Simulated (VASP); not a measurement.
Wanted: the native input for a VASP 6.6.1 run.

```
Task                   : relaxation of cell and atoms
Functional             : PBE
Potentials or basis    : VASP PAW PBE potentials, release 64 (Ti_sv, Al)
Cutoff                 : 600 eV
k mesh                 : 14 × 14 × 10
Occupations            : gaussian, width 0.1 eV
Spin                   : no spin polarisation
Target pressure        : 5 GPa
Dipole correction      : no
Further INCAR settings : ALGO = Normal; EDIFF = 1e-06; IBRION = 2; EDIFFG = -0.008; NSW = 70; ISIF = 3
```

The structure of TiAl lies in POSCAR:

```
TiAl
1.0
    2.7833491332      0.0000000000      0.0000000000
    0.0000000000      2.7833491332      0.0000000000
    0.0000000000      0.0000000000      4.0214012565
Ti Al
1 1
Direct
    0.5000000000      0.5000000000      0.5000000000
    0.0000000000      0.0000000000      0.0000000000
```

One way to write it, as run:

INCAR

```
SYSTEM = TiAl
PREC = Accurate
ENCUT = 600
EDIFF = 1E-6
ISMEAR = 0
SIGMA = 0.1
LREAL = .False.
LASPH = .True.
NELM = 80
ALGO = Normal
ISIF = 3
LWAVE = .False.
LCHARG = .False.
GGA = PE
IBRION = 2
NSW = 70
EDIFFG = -0.008
PSTRESS = 50.0
```

KPOINTS

```
regular mesh
0
Gamma
  14 14 10
  0 0 0
```

Potentials or basis: VASP PAW PBE potentials, release 64 (Ti_sv, Al).

Launch:

```sh
$ cat potpaw_PBE.64/Ti_sv/POTCAR potpaw_PBE.64/Al/POTCAR > POTCAR
$ mpirun -np 1 vasp_std > vasp.out
```

Results of the run:

* Pressure after relaxing: 5.0 GPa
* Band gap on the k mesh: zero (an odd number of electrons rules out a gap without spin polarisation)

Caveat: the relaxation stopped at its first step, so nothing moved; the cell is relaxed towards a set pressure, so the run minimises the enthalpy, not the energy.

Run time: 74 s on 1 thread of Intel Xeon 8259CL, on a shared host, peak memory 0.23 GiB.
